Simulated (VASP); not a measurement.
CuO, 4 atoms in the cell. Symmetry: C2/c, No. 15, monoclinic system. Conventional cell: a = 4.715 Å, b = 3.445 Å, c = 5.163 Å, α = 90.00°, β = 99.54°, γ = 90.00°. Within 2.6 Å of Cu (site symmetry -1) lie 4 O at 1.96 to 1.97 Å. Within 3.0 Å of O (site symmetry 2) lie 6 Cu at 1.96 to 2.80 Å and 6 O at 2.64 to 2.92 Å. 

- Program: VASP 6.6.1
- Task: single point
- Functional: SVWN5
- Potentials or basis: VASP PAW PBE potentials, release 64 (Cu_sv_GW, O)
- Cutoff: 820 eV
- k mesh: 10 × 10 × 5
- Occupations: fermi-dirac, width 0.05 eV
- Spin: no spin polarisation
- Dipole correction: no
- Further INCAR settings: ALGO = Normal; EDIFF = 1e-06; NBANDS = 33

Potentials or basis: VASP PAW PBE potentials, release 64 (Cu_sv_GW, O).

Run with:

```sh
$ cat potpaw_PBE.64/Cu_sv_GW/POTCAR potpaw_PBE.64/O/POTCAR > POTCAR
$ mpirun -np 1 vasp_std > vasp.out
```

Hardware: 1 thread of Intel(R) Xeon(R) 6975P-C (Granite Rapids), on a shared host.

Estimate the wall time of this run.

Run time: 4 min on 1 thread of Intel(R) Xeon(R) 6975P-C (Granite Rapids) (shared host), peak memory 0.44 GiB. Counts: scf iterations 14, k points 141.
